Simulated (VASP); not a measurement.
**Sb: relaxation of cell and atoms with LDA**

Crystal: Sb.

```
Sb
1.0
     2.15420    1.24373    3.75800
    -2.15420    1.24373    3.75800
     0.00000   -2.48746    3.75800
Sb
2
Cartesian
  0.0000 0.0000 8.6416
  0.0000 0.0000 2.6324
```

- Program: VASP 6.6.1
- Task: relaxation of cell and atoms
- Functional: LDA
- Potentials or basis: VASP PAW LDA potentials, release 64 (Sb)
- Cutoff: 600 eV
- k mesh: 8 × 8 × 8
- Occupations: fermi-dirac, width 0.05 eV
- Spin: no spin polarisation
- Dipole correction: no
- Further INCAR settings: ALGO = Normal; EDIFF = 1e-06; IBRION = 2; EDIFFG = -0.01; NSW = 60; ISIF = 3

The relaxed volume is 29.27 Å³/atom. The relaxed cell is a = 4.417 Å, b = 4.417 Å, c = 4.417 Å, α = 58.29°, β = 58.29°, γ = 58.29° and the space group after relaxing (to 0.1 Å) is R-3m (No. 166). The energy gained by relaxing is 5.0 meV/atom and the ionic steps are 8. The pressure after relaxing is 0.0 GPa. The largest force after relaxing is 0.005 eV/Å and the band gap on the k mesh is zero (bands 5 and 6 overlap by 0.23 eV).

Forces in eV/Å, atoms in the order of the input:
```
Sb   0.000  0.000  0.005
Sb   0.000  0.000 -0.005
```

The path:
| step | energy change (eV) | largest force (eV/Å) | pressure (GPa) | volume (Å³) |
| --- | --- | --- | --- | --- |
| 1 | 0.0000 | 0.0764 | -0.93 | 60.41 |
| 2 | -0.0042 | 0.1815 | 0.45 | 58.90 |
| 3 | -0.0043 | 0.1648 | 0.23 | 59.13 |
| 4 | -0.0076 | 0.1049 | 0.18 | 58.87 |
| 5 | -0.0100 | 0.0137 | 0.15 | 58.44 |
| 6 | -0.0100 | 0.0044 | 0.15 | 58.39 |
| 7 | -0.0100 | 0.0162 | -0.19 | 58.72 |
| 8 | -0.0101 | 0.0046 | -0.01 | 58.54 |

Final structure:
```cif
data_structure
_symmetry_space_group_name_H-M 'P 1'
_symmetry_Int_Tables_number 1
_cell_length_a 4.4166
_cell_length_b 4.4166
_cell_length_c 4.4166
_cell_angle_alpha 58.291
_cell_angle_beta 58.291
_cell_angle_gamma 58.291
_cell_volume 58.54
loop_
_atom_site_label
_atom_site_type_symbol
_atom_site_fract_x
_atom_site_fract_y
_atom_site_fract_z
_atom_site_occupancy
Sb1 Sb 0.76390 0.76390 0.76390 1
Sb2 Sb 0.23610 0.23610 0.23610 1
```

Levels at points of the mesh, in eV from the Fermi level:
| k point | band 2 | band 3 | band 4 | band 5 | band 6 | band 7 | band 8 | band 9 |
| --- | --- | --- | --- | --- | --- | --- | --- | --- |
| (0.00, 0.00, 0.00) | -4.71 | -2.00 | -1.88 | -1.88 | 2.33 | 2.82 | 2.82 | 4.90 |
| (0.50, 0.00, 0.00) | -9.84 | -1.80 | -1.60 | -0.34 | -0.20 | 0.21 | 0.25 | 7.86 |
| (0.50, 0.50, 0.00) | -7.96 | -5.69 | -3.84 | -3.82 | 1.56 | 5.09 | 5.49 | 7.19 |
| (0.50, 0.50, 0.50) | -9.26 | -1.30 | -1.30 | -0.51 | -0.10 | -0.10 | 0.92 | 7.30 |

Run time: 2.8 min on 1 thread of Intel Xeon 8259CL (shared host), peak memory 0.2 GiB.

Caveat: spin-orbit coupling is left out, which moves the levels of the heavy elements. LDA usually gives volumes a few per cent too small.
